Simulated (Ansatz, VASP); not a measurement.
Two plane-wave programs on BAs

Contents of INCAR:

```
SYSTEM = BAs
  PREC = Accurate
  ENCUT = 500
  EDIFF = 1E-6
  ISMEAR = 0
  SIGMA = 0.1
  LREAL = .False.
  LASPH = .True.
  NELM = 120
  ALGO = Normal
  ISIF = 2
  LWAVE = .False.
  LCHARG = .True.
  GGA = PE
  LELF = .True.
  LVHAR = .True.
  NBANDS = 11
  GGA_COMPAT = .False.
```

File KPOINTS:

```
regular mesh
0
Gamma
  6 6 6
  0 0 0
```

Contents of POSCAR:

```
BAs
1.0
    3.2163962700      0.0000000000      0.0000000000
    0.0000000000      3.2163962700      0.0000000000
    0.0000000000      0.0000000000      3.4857620800
B As
1 1
Direct
    0.5000000000      0.5000000000      0.7059250600
    0.0000000000      0.0000000000      0.7864291500
```

Input for Ansatz:

```yaml
crystal:
  lattice:
    - [3.21639627, 0.0, 0.0]
    - [0.0, 3.21639627, 0.0]
    - [0.0, 0.0, 3.48576208]
  atoms:
    - { symbol: B, position: [0.5, 0.5, 0.70592506] }
    - { symbol: As, position: [0.0, 0.0, 0.78642915] }
basis:
  ecutwfc: 420
kpoints:
  mp_grid: { grid: [6, 6, 6] }
hamiltonian:
  xc: pbe
scf:
  occupations: { method: gaussian, width: 0.1 }
  lower_state_search: "off"
output:
  forces: true
  stress: true
  eigenvalues: true
```

Alike in both runs: task single point; functional PBE; k mesh 6 × 6 × 6; occupations gaussian, width 0.1 eV; no spin polarisation.

|  | VASP | Ansatz |
| --- | --- | --- |
| version | VASP 6.6.1 | Ansatz 0.2.0 |
| potentials or method | VASP PAW PBE potentials, release 64 (B, As), cutoff 500 eV | scalar-relativistic, plane waves, PAW |
| valence electrons in the cell | 8 | 18 |

Ansatz gave:

- gap on the k mesh at the Fermi level (eV): none
- pressure (GPa): -10.8
- traceless stress, the component that is largest in VASP (GPa): 5.47
- rms of the force components (eV/Å): 0.273

Which values does VASP return?

gap on the k mesh at the Fermi level (eV): none; pressure (GPa): -10.6; traceless stress, the component that is largest in VASP (GPa): 5.32; rms of the force components (eV/Å): 0.270.

Atom by atom the forces differ by 0.002 eV/Å (rms over components). A gap of «none» marks a metal or a gap that the smearing closes. VASP's potentials hold 8 valence electrons a cell and Ansatz's 18, so a difference there can come from the potentials and not from the codes.
